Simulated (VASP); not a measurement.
# NbCrCl (P4/mmm) in VASP: notebook, part 2 of 2

VASP 6.6.1. The steps go on from the part before.

## Step 4: Single point, PBE, collinear spin, ferrimagnetic start

This run uses another cell than the first one, of 21.58 Å³/atom.

Input file INCAR:

```
PREC = Accurate ; ENCUT = 520
EDIFF = 1E-6 ; ISMEAR = 0
SIGMA = 0.1 ; LREAL = False
LASPH = True ; NELM = 150
ALGO = Normal ; ISIF = 2
LWAVE = False ; LCHARG = False
ISPIN = 2 ; MAGMOM = -0.56 3.24 0
LORBIT = 11 ; LMAXMIX = 4
GGA = PE ; NBANDS = 27
```

Input file KPOINTS:

```
regular mesh
0
Gamma
  6 6 4
```

Input file POSCAR:

```
NbCrCl
1.0
    3.6511830197      0.0000000000      0.0000000000
    0.0000000000      3.6511830197      0.0000000000
    0.0000000000      0.0000000000      4.8568572875
Nb Cr Cl
1 1 1
Direct
    0.5000000000      0.5000000000      0.0000000000
    0.0000000000      0.0000000000      0.0000000000
    0.5000000000      0.5000000000      0.5000000000
```

Potentials or basis: VASP PAW PBE potentials, release 64 (Nb_sv, Cr_pv, Cl).

Launch:

```sh
> cat potpaw_PBE.64/Nb_sv/POTCAR potpaw_PBE.64/Cr_pv/POTCAR potpaw_PBE.64/Cl/POTCAR > POTCAR
> mpirun -np 1 vasp_std > vasp.out
```

OUTCAR:

```text
PREC = Accurate
   ENCUT = 520
   EDIFF = 1E-6
   ISMEAR = 0
   LREAL = False
   LASPH = True
   NELM = 150
   ISIF = 2
   ISPIN = 2
   LORBIT = 11
   GGA = PE

 ion  position               nearest neighbor table
   1  0.500  0.500  0.000-   3 2.43   3 2.43   2 2.58   2 2.58   2 2.58   2 2.58
   2  0.000  0.000  0.000-   1 2.58   1 2.58   1 2.58   1 2.58
   3  0.500  0.500  0.500-   1 2.43   1 2.43

  LATTYP: Found a simple tetragonal cell.
 ALAT       =     3.6511830197
 C/A-ratio  =     1.3302146897

  Lattice vectors:

 A1 = (   3.6511830197,   0.0000000000,   0.0000000000)
 A2 = (   0.0000000000,   3.6511830197,   0.0000000000)
 A3 = (   0.0000000000,   0.0000000000,   4.8568572875)

Analysis of symmetry for initial positions (statically):
=====================================================================
 Subroutine PRICEL returns:
 Original cell was already a primitive cell.

 Routine SETGRP: Setting up the symmetry group for a
 simple tetragonal supercell.

 Subroutine GETGRP returns: Found 16 space group operations
 (whereof 16 operations were pure point group operations)
 out of a pool of 16 trial point group operations.

The static configuration has the point symmetry D_4h.

Analysis of symmetry for dynamics (positions and initial velocities):
=====================================================================
 Subroutine PRICEL returns:
 Original cell was already a primitive cell.

 Routine SETGRP: Setting up the symmetry group for a
 simple tetragonal supercell.

 Subroutine GETGRP returns: Found 16 space group operations
 (whereof 16 operations were pure point group operations)
 out of a pool of 16 trial point group operations.

The dynamic configuration has the point symmetry D_4h.

Analysis of structural, dynamic, and magnetic symmetry:
=====================================================================
 Subroutine PRICEL returns:
[... 151 lines left out ...]

 Free energy of the ion-electron system (eV)
  ---------------------------------------------------
  ext. energy  EPLUGINS =         0.00000000
  ---------------------------------------------------
  free energy    TOTEN  =       -20.00762976 eV

  energy without entropy =      -20.00275390  energy(sigma->0) =      -20.00519183

 E-fermi :   6.0635     XC(G=0): -10.0625

 val. band max:        5.9542990345   @ k =   0.1667   0.1667   0.2500
 cond. band min:       6.0810158590   @ k =   0.5000   0.5000   0.5000
 fundamental gap:      0.1267168245
 Fermi energy:         6.0635087839

 spin component 1

 k-point     1 :       0.0000    0.0000    0.0000
  band No.  band energies     occupation
      1     -48.6389      1.00000
      2     -37.6059      1.00000
      3     -37.5221      1.00000
      4     -37.5221      1.00000
      5     -25.0330      1.00000
      6     -24.5311      1.00000
[... 709 lines left out ...]
     26      13.7086      0.00000
     27      15.7924      0.00000

 [... further k-points ...]

 spin component 2

 k-point     1 :       0.0000    0.0000    0.0000
  band No.  band energies     occupation
      1     -49.0893      1.00000
      2     -34.7679      1.00000
      3     -34.7679      1.00000
      4     -34.2603      1.00000
      5     -25.4697      1.00000
      6     -25.0817      1.00000
[... 709 lines left out ...]
     26      15.7668      0.00000
     27      16.1915      0.00000

 [... further k-points ...]
[... 5 lines left out ...]
  --------------------------------------------------------------------------------------
  -------------------------------------------------------------------------------------
  Total       -0.0356352     -0.0356352     -0.0270828      0.0000000      0.0000000     -0.0000000
  in kB       -0.8817946     -0.8817946     -0.6701645      0.0000000      0.0000000     -0.0000000
  external PRESSURE =      -0.8112513 kB  Pullay stress =       0.0000000 kB

 VOLUME and BASIS-vectors are now :
 -----------------------------------------------------------------------------
  energy-cutoff  :      520.00
  volume of cell :       64.75
      direct lattice vectors                 reciprocal lattice vectors
     3.651183020  0.000000000  0.000000000     0.273883833  0.000000000  0.000000000
     0.000000000  3.651183020  0.000000000     0.000000000  0.273883833  0.000000000
     0.000000000  0.000000000  4.856857287     0.000000000  0.000000000  0.205894458

 POSITION                                       TOTAL-FORCE (eV/Angst)
 -----------------------------------------------------------------------------------
      1.82559      1.82559      0.00000         0.000000      0.000000      0.000000
      0.00000      0.00000      0.00000         0.000000      0.000000      0.000000
      1.82559      1.82559      2.42843         0.000000      0.000000      0.000000
 -----------------------------------------------------------------------------------
    total drift:                               -0.000000      0.000000     -0.000000

  FREE ENERGIE OF THE ION-ELECTRON SYSTEM (eV)
  ---------------------------------------------------
  free  energy   TOTEN  =       -20.0076297601 eV

  energy  without entropy=      -20.0027539020  energy(sigma->0) =      -20.00519183

 total charge

# of ion       s       p       d       tot
------------------------------------------
    1        2.196   5.962   2.594  10.752
    2        0.388   6.143   4.239  10.770
    3        1.596   3.510   0.000   5.106
--------------------------------------------------
tot          4.181  15.615   6.833  26.629

 magnetization (x)

# of ion       s       p       d       tot
------------------------------------------
    1       -0.018   0.006  -0.682  -0.694
    2        0.070  -0.024   2.934   2.980
    3        0.007   0.055   0.000   0.062
--------------------------------------------------
tot          0.059   0.037   2.252   2.348
```

OSZICAR:

```text
N       E                     dE             d eps       ncg     rms          rms(c)
DAV:   1     0.347570828723E+03    0.34757E+03   -0.16584E+04  3256   0.117E+03
DAV:   2     0.573620881828E+01   -0.34183E+03   -0.32356E+03  3583   0.406E+02
DAV:   3    -0.187119672461E+02   -0.24448E+02   -0.23412E+02  5326   0.989E+01
DAV:   4    -0.204580848242E+02   -0.17461E+01   -0.17134E+01  4894   0.204E+01
DAV:   5    -0.204874870070E+02   -0.29402E-01   -0.29369E-01  4620   0.216E+00    0.112E+01
DAV:   6    -0.216166800405E+02   -0.11292E+01   -0.67448E+00  3615   0.202E+01    0.137E+01
DAV:   7    -0.200412122521E+02    0.15755E+01   -0.34011E+00  3819   0.187E+01    0.463E+00
DAV:   8    -0.199680579469E+02    0.73154E-01   -0.56335E-01  4133   0.490E+00    0.201E+00
DAV:   9    -0.200014979877E+02   -0.33440E-01   -0.73740E-02  4533   0.183E+00    0.111E+00
DAV:  10    -0.200066448125E+02   -0.51468E-02   -0.13676E-02  4109   0.680E-01    0.419E-01
DAV:  11    -0.200071756436E+02   -0.53083E-03   -0.24155E-03  3932   0.337E-01    0.203E-01
DAV:  12    -0.200075385947E+02   -0.36295E-03   -0.44284E-04  3844   0.168E-01    0.762E-02
DAV:  13    -0.200075993085E+02   -0.60714E-04   -0.84567E-05  4106   0.694E-02    0.366E-02
DAV:  14    -0.200076227192E+02   -0.23411E-04   -0.19621E-05  3696   0.313E-02    0.154E-02
DAV:  15    -0.200076279415E+02   -0.52223E-05   -0.45024E-06  3266   0.130E-02    0.565E-03
DAV:  16    -0.200076293293E+02   -0.13878E-05   -0.16123E-06  3220   0.721E-03    0.239E-03
DAV:  17    -0.200076297601E+02   -0.43084E-06   -0.49287E-07  2844   0.426E-03
   1 F= -.20007630E+02 E0= -.20005192E+02  d E =-.487586E-02  mag=     2.4712
```

stdout:

```text
POSCAR found type information on POSCAR NbCrCl
 POSCAR found :  3 types and       3 ions
 scaLAPACK will be used
 LDA part: xc-table for (Slater+PW92), standard interpolation
 POSCAR, INCAR and KPOINTS ok, starting setup
 FFT: planning ... GRIDC
 FFT: planning ... GRID_SOFT
 FFT: planning ... GRID
 WAVECAR not read
 entering main loop
```

Wall time 49 s (1 thread of Intel Xeon 6975P-C (Granite Rapids), shared host); peak memory 0.24 GiB.

What came out:

* Free energy: -20.0076 eV
* Pressure: -0.1 GPa
* Net moment: 2.47 μB per cell
* Site moments: Nb -0.69; Cr +2.98; Cl +0.06 μB
* Valence electrons inside the program's atomic spheres: Nb 10.75; Cr 10.77; Cl 5.11

Levels at points of the mesh, in eV from the Fermi level:
Spin up:
| k point | band 13 | band 14 | band 15 | band 16 | band 17 | band 18 | band 19 | band 20 | band 21 | band 22 |
| --- | --- | --- | --- | --- | --- | --- | --- | --- | --- | --- |
| (0.00, 0.00, 0.00) | -3.57 | -2.72 | -1.38 | -1.38 | -1.11 | 1.74 | 1.74 | 2.08 | 2.75 | 4.05 |
| (0.50, 0.00, 0.00) | -1.52 | -1.13 | -0.92 | -0.80 | -0.71 | -0.62 | 0.27 | 0.88 | 0.89 | 1.75 |
| (0.50, 0.50, 0.00) | -2.44 | -2.44 | -2.09 | -0.94 | -0.30 | 1.73 | 1.73 | 2.16 | 2.64 | 2.80 |
| (0.00, 0.00, 0.50) | -3.53 | -2.71 | -0.80 | -0.80 | -0.51 | 1.27 | 2.67 | 2.67 | 2.80 | 4.77 |
| (0.50, 0.00, 0.50) | -1.81 | -1.21 | -0.87 | -0.77 | -0.75 | 0.24 | 0.33 | 1.10 | 2.22 | 2.75 |
| (0.50, 0.50, 0.50) | -2.08 | -1.21 | -1.21 | -0.43 | -0.30 | 1.56 | 1.56 | 2.57 | 2.57 | 2.65 |
Spin down:
```
           k point  band 11  band 12  band 13  band 14  band 15  band 16  band 17  band 18  band 19  band 20
(0.00, 0.00, 0.00)    -3.89    -3.89    -3.11    -1.88    -0.44    -0.44     1.13     2.24     3.09     3.09
(0.50, 0.00, 0.00)    -3.74    -2.15    -1.38    -0.17    -0.14     0.32     1.34     1.37     1.54     2.03
(0.50, 0.50, 0.00)    -4.97    -2.34    -1.82    -1.82    -0.80     1.77     2.04     2.12     2.14     2.96
(0.00, 0.00, 0.50)    -4.38    -3.95    -3.06    -1.87     0.85     0.85     1.91     2.51     3.26     3.26
(0.50, 0.00, 0.50)    -4.15    -2.03    -0.95    -0.13     0.78     1.08     1.28     1.69     1.94     2.12
(0.50, 0.50, 0.50)    -5.66    -2.23    -0.72     0.02     0.02     1.68     1.68     2.06     2.12     2.59
```

Caveat: a cell with one magnetic atom can't hold antiferromagnetic order, which such compounds often take.

## Step 5: Relaxation of cell and atoms, PBE, collinear spin, ferromagnetic start

This run uses another cell than the first one, of 35.79 Å³/atom.

Input file INCAR:

```
SYSTEM = NbCrCl
PREC = Accurate
ENCUT = 600
EDIFF = 1E-6
ISMEAR = 0
SIGMA = 0.1
LREAL = .False.
LASPH = .True.
NELM = 150
ALGO = Normal
ISIF = 3
LWAVE = .False.
LCHARG = .False.
ISPIN = 2
MAGMOM = 0 3 0
LORBIT = 11
LMAXMIX = 4
GGA = PE
IBRION = 2
NSW = 90
EDIFFG = -0.04
```

Input file KPOINTS:

```
Automatic mesh
0
Gamma
  4 4 4
  0 0 0
```

Input file POSCAR:

```
NbCrCl
1.0
    4.7142921300      0.0000000000      0.0000000000
    0.0000000000      4.7142921300      0.0000000000
    0.0000000000      0.0000000000      4.8315709600
Nb Cr Cl
1 1 1
Direct
    0.5000000000      0.5000000000      0.0000000000
    0.0000000000      0.0000000000      0.0000000000
    0.5000000000      0.5000000000      0.5000000000
```

Launch:

```sh
> cat potpaw_PBE.64/Nb_sv/POTCAR potpaw_PBE.64/Cr_pv/POTCAR potpaw_PBE.64/Cl/POTCAR > POTCAR
> mpirun -np 1 vasp_std > vasp.out
```

It took 11 min on 1 thread of Intel Xeon 6975P-C (Granite Rapids), shared host; peak memory 0.36 GiB.

Results (log left out):

| Item | Value |
| --- | --- |
| Free energy | -20.0060 eV |
| Relaxed volume | 21.71 Å³/atom |
| Relaxed cell | a = 3.667 Å, b = 3.667 Å, c = 4.844 Å, α = 90.00°, β = 90.00°, γ = 90.00° |
| Space group after relaxing (to 0.1 Å) | P4/mmm (No. 123) |
| Pressure after relaxing | 0.0 GPa |
| Net moment | -2.68 μB per cell |
| Site moments | Nb +0.66; Cr -3.08; Cl -0.07 μB |
| Valence electrons inside the program's atomic spheres | Nb 10.74; Cr 10.75; Cl 5.11 |

Stress tensor (GPa, compression positive):
```
-0.03  0.00  0.00
 0.00 -0.03  0.00
 0.00  0.00  0.14
```

Final structure:
```
Nb Cr Cl
1.0
     3.66680    0.00000    0.00000
     0.00000    3.66680    0.00000
     0.00000    0.00000    4.84387
Nb Cr Cl
1 1 1
Direct
  0.50000 0.50000 0.00000
  0.00000 0.00000 0.00000
  0.50000 0.50000 0.50000
```

Levels at points of the mesh, in eV from the Fermi level:
Spin up:
```csv
k point,band 12,band 13,band 14,band 15,band 16,band 17,band 18,band 19
"(0.00, 0.00, 0.00)",-3.91,-2.94,-1.80,-0.41,-0.41,1.20,2.27,3.12
"(0.50, 0.00, 0.00)",-2.05,-1.33,-0.16,-0.04,0.32,1.37,1.46,1.61
"(0.50, 0.50, 0.00)",-2.29,-1.75,-1.75,-0.72,1.82,2.09,2.17,2.23
"(0.00, 0.00, 0.50)",-3.86,-2.89,-1.79,0.92,0.92,1.93,2.57,3.28
"(0.50, 0.00, 0.50)",-1.93,-0.86,-0.12,0.84,1.15,1.37,1.72,2.00
"(0.50, 0.50, 0.50)",-2.18,-0.64,0.11,0.11,1.73,1.73,2.11,2.23
```
Spin down:
```tsv
k point	band 14	band 15	band 16	band 17	band 18	band 19	band 20	band 21
(0.00, 0.00, 0.00)	-2.68	-1.35	-1.35	-1.10	1.71	1.71	2.09	2.66
(0.50, 0.00, 0.00)	-1.10	-0.91	-0.82	-0.70	-0.63	0.29	0.85	0.86
(0.50, 0.50, 0.00)	-2.40	-2.09	-0.93	-0.33	1.70	1.70	2.17	2.56
(0.00, 0.00, 0.50)	-2.68	-0.79	-0.79	-0.51	1.27	2.66	2.66	2.71
(0.50, 0.00, 0.50)	-1.19	-0.89	-0.76	-0.75	0.21	0.35	1.14	2.23
(0.50, 0.50, 0.50)	-1.17	-1.17	-0.42	-0.33	1.50	1.50	2.56	2.56
```

Caveat: the volume moved by over 15 % at a fixed basis, so the end points are rough; a cell with one magnetic atom can't hold antiferromagnetic order, which such compounds often take. With open d or f shells a metallic result of PBE can be an artefact of self-interaction; +U or a hybrid may open a gap.

## Step 6: Summary

```tsv
task	spin	cell	k mesh	cutoff (eV)	gap on the mesh (eV)	pressure (GPa)	moment (μB)
single point	collinear, ferromagnetic start	a = 3.661, b = 3.661, c = 4.850 Å, 3 atoms	4 × 4 × 4	520	none	0.1	2.68
single point	collinear, ferromagnetic start	a = 4.714, b = 4.714, c = 4.832 Å, 3 atoms	4 × 4 × 4	520	none	-5.9	2.27
single point	collinear, ferrimagnetic start	a = 3.651, b = 3.651, c = 4.857 Å, 3 atoms	6 × 6 × 4	520	none	-0.1	2.47
relaxation of cell and atoms	collinear, ferromagnetic start	relaxed from a = 4.714, b = 4.714, c = 4.832 Å, 3 atoms	4 × 4 × 4	600	none	0.0	2.68
```

Alike in all rows: level PBE; potentials or basis VASP PAW PBE potentials, release 64 (Nb_sv, Cr_pv, Cl); smearing gaussian 0.1 eV.

Caveats: some runs use coarse meshes; a cell with one magnetic atom can't hold antiferromagnetic order, which such compounds often take; an empty level that is flat over the whole mesh can mark a ghost state of the potentials, or a narrow d or f band (at least some runs); the cell stands under tension (at least some runs); the volume moved by over 15 % at a fixed basis, so the end points are rough (at least some runs).

Absolute energies hang on the potentials; compare differences alone.
